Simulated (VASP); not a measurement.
Runs of VASP 6.6.1 on P. The structure is that of space group Pm-3m (No. 221), or close to it. The cells are those of the table. 

```csv
cell,gap on the mesh (eV),pressure (GPa)
"a = 2.343 Å, 1 atom",none,19.2
"a = 2.492 Å, 1 atom",none,-5.6
"a = 2.420 Å, 1 atom",none,3.6
"a = 2.395 Å, 1 atom",none,(a)
"a = 2.369 Å, 1 atom",none,(b)
```

Alike in all rows: task single point; level PBE; potentials or basis VASP PAW PBE potentials, release 64 (P); no spin polarisation; k mesh 22 × 22 × 22; cutoff (eV) 520; smearing gaussian 0.1 eV.

Q: Estimate the missing entries.

A: (a) 7.9; (b) 13.0.

A gap of «none» marks levels without a gap at the run's occupations.
